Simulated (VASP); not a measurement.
Wanted: the native input for a VASP 6.6.1 run.

| Quantity | Value |
| --- | --- |
| Task | single point |
| Functional | HSE06 |
| Potentials or basis | VASP PAW PBE potentials, release 64 (Sr_sv, O) |
| Cutoff | 520 eV |
| k mesh | 6 × 6 × 6 |
| Occupations | gaussian, width 0.01 eV |
| Spin | no spin polarisation |
| Dipole correction | no |
| Grid for exact exchange (PRECFOCK) | Normal |
| Further INCAR settings | ALGO = Normal; EDIFF = 1e-06; NBANDS = 15 |
| Share of exact exchange | 0.25 |
| Screening parameter | 0.2079 1/Å |

The system is SrO.

```
CELL_PARAMETERS angstrom
0.00000 2.57989 2.57989
2.57989 0.00000 2.57989
2.57989 2.57989 0.00000
ATOMIC_POSITIONS crystal
Sr 0.50000 0.50000 0.50000
O 0.00000 0.00000 0.00000
```

These files were run (other wordings do the same):

POSCAR

```
SrO
1.0
    0.0000000000      2.5798927166      2.5798927166
    2.5798927166      0.0000000000      2.5798927166
    2.5798927166      2.5798927166      0.0000000000
Sr O
1 1
Direct
    0.5000000000      0.5000000000      0.5000000000
    0.0000000000      0.0000000000      0.0000000000
```

INCAR.step1

```
PREC = Accurate ; ENCUT = 520
EDIFF = 1E-5 ; ISMEAR = 0
SIGMA = 0.01 ; LREAL = F
LASPH = T ; NELM = 120
ALGO = Normal ; ISIF = 2
LWAVE = T ; LCHARG = F
GGA = PE ; NBANDS = 15
GGA_COMPAT = F
```

INCAR.step2

```
PREC = Accurate ; ENCUT = 520
EDIFF = 1E-6 ; ISMEAR = 0
SIGMA = 0.01 ; LREAL = F
LASPH = T ; NELM = 120
ALGO = Normal ; ISIF = 2
LWAVE = F ; LCHARG = F
GGA = PE ; LHFCALC = T
HFSCREEN = 0.2079 ; PRECFOCK = Normal
ISTART = 1 ; NBANDS = 15
GGA_COMPAT = F
```

KPOINTS

```
Automatic mesh
0
Gamma
  6 6 6
```

Potentials or basis: VASP PAW PBE potentials, release 64 (Sr_sv, O).

Launch:

```sh
$ cat potpaw_PBE.64/Sr_sv/POTCAR potpaw_PBE.64/O/POTCAR > POTCAR
$ cp INCAR.step1 INCAR
$ mpirun -np 1 vasp_std > vasp.out
$ cp INCAR.step2 INCAR
$ mpirun -np 1 vasp_std > vasp.out
```

Results of the run:

```
Pressure               : 0.2 GPa
Band gap on the k mesh : 4.74 eV (least direct gap 4.85 eV)
```

Caveat: the PAW data sets were made with another functional, which shifts forces and pressure a little.

It took 21 min on 1 thread of AMD EPYC 9R45 96-Core Processor (Zen 5), on a shared host, peak memory 0.25 GiB.
